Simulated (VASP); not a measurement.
Input of a VASP 6.6.1 run:

Contents of INCAR:

```
ALGO     = Normal         # electronic algorithm
EDIFF    = 1E-7           # SCF threshold, eV
EDIFFG   = -0.01          # ionic threshold
ENCUT    = 600            # plane-wave cutoff, eV
GGA      = PE             # functional
IBRION   = 2              # ionic algorithm
ISIF     = 3              # what is computed and relaxed
ISMEAR   = 0              # smearing method
LASPH    = T              # aspherical terms in the spheres
LCHARG   = F              # write CHGCAR
LREAL    = F              # projectors in reciprocal space
LWAVE    = F              # write WAVECAR
NELM     = 100            # most SCF steps
NSW      = 100            # ionic steps
PREC     = Accurate       # precision mode
SIGMA    = 0.02           # smearing width, eV
```

KPOINTS

```
k-points
0
Gamma
  6 6 4
```

Contents of POSCAR:

```
Mg2CdSe3
1.0
    4.2909792000      0.0000000000      0.0000000000
   -2.1454896000      3.7160970000      0.0000000000
    0.0000000000      0.0000000000     10.4816801000
Mg Cd Se
2 1 3
Direct
    0.6666667000      0.3333333000      0.3352050000
    0.3333333000      0.6666667000      0.6620310000
    0.0000000000      0.0000000000      0.0022600000
    0.0000000000      0.0000000000      0.2576430000
    0.6666667000      0.3333333000      0.5832290000
    0.3333333000      0.6666667000      0.9096310000
```

Potentials or basis: VASP PAW PBE potentials, release 64 (Mg, Cd, Se).

Launch:

```console
$ cat potpaw_PBE.64/Mg/POTCAR potpaw_PBE.64/Cd/POTCAR potpaw_PBE.64/Se/POTCAR > POTCAR
$ mpirun -np 1 vasp_std > vasp.out
```

(1) Predict the space group after relaxing (to 0.05 Å).

(2) Predict the relaxed cell.

(3) What does it give for the band gap on the k mesh?

## Answers

(1) P3m1 (No. 156).

(2) a = 4.291 Å, b = 4.291 Å, c = 10.486 Å, α = 90.00°, β = 90.00°, γ = 120.00°.

(3) 1.48 eV, direct.
